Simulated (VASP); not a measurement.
Set up this calculation in VASP 6.6.1, as the native input.

```yaml
Task: single point
Functional: LDA
Potentials_or_basis: VASP PAW LDA potentials, release 64 (Si)
Cutoff: 520 eV
k_mesh: 26 × 26 × 26
Occupations: gaussian, width 0.15 eV
Spin: no spin polarisation
Dipole_correction: no
Further_INCAR_settings: ALGO = Normal; EDIFF = 1e-07; NBANDS = 11
```

The structure of Si lies in POSCAR:

```
Si
1.0
   -2.3824154513      2.3824154513      1.3052992358
    2.3824154513     -2.3824154513      1.3052992358
    2.3824154513      2.3824154513     -1.3052992358
Si
2
Direct
    0.2522260185      0.7522260185      0.5044520370
    0.4977739815      0.4977739815     -0.0044520370
```

This cell differs from its parent crystal: atoms displaced along a vibrational mode.

These files were run (other wordings do the same):

INCAR

```
SYSTEM = Si
PREC     = Accurate       ! precision mode
ENCUT    = 520            ! plane-wave cutoff, eV
EDIFF    = 1E-7           ! SCF threshold, eV
ISMEAR   = 0              ! smearing method
SIGMA    = 0.15           ! smearing width, eV
LREAL    = .False.        ! projectors in reciprocal space
LASPH    = .True.         ! aspherical terms in the spheres
NELM     = 80             ! most SCF steps
ALGO     = Normal         ! electronic algorithm
ISIF     = 2              ! what is computed and relaxed
LWAVE    = .False.        ! write WAVECAR
LCHARG   = .True.         ! write CHGCAR
GGA      = CA             ! functional
LELF     = .True.         ! ELF
LVHAR    = .True.       
NBANDS   = 11             ! bands
```

KPOINTS

```
Automatic mesh
0
Gamma
  26 26 26
  0 0 0
```

Potentials or basis: VASP PAW LDA potentials, release 64 (Si).

Launch:

```console
$ cat potpaw_LDA.64/Si/POTCAR > POTCAR
$ mpirun -np 1 vasp_std > vasp.out
```

Results of the run:

- Pressure: 0.1 GPa
- Largest force: 0.170 eV/Å
- Band gap on the k mesh: zero (bands 4 and 5 overlap by 6.64 eV)

Caveat: the cell differs from its parent crystal (atoms displaced along a vibrational mode).

Wall time 31 min on 1 thread of Intel Xeon 8259CL, on a shared host, peak memory 1.1 GiB.
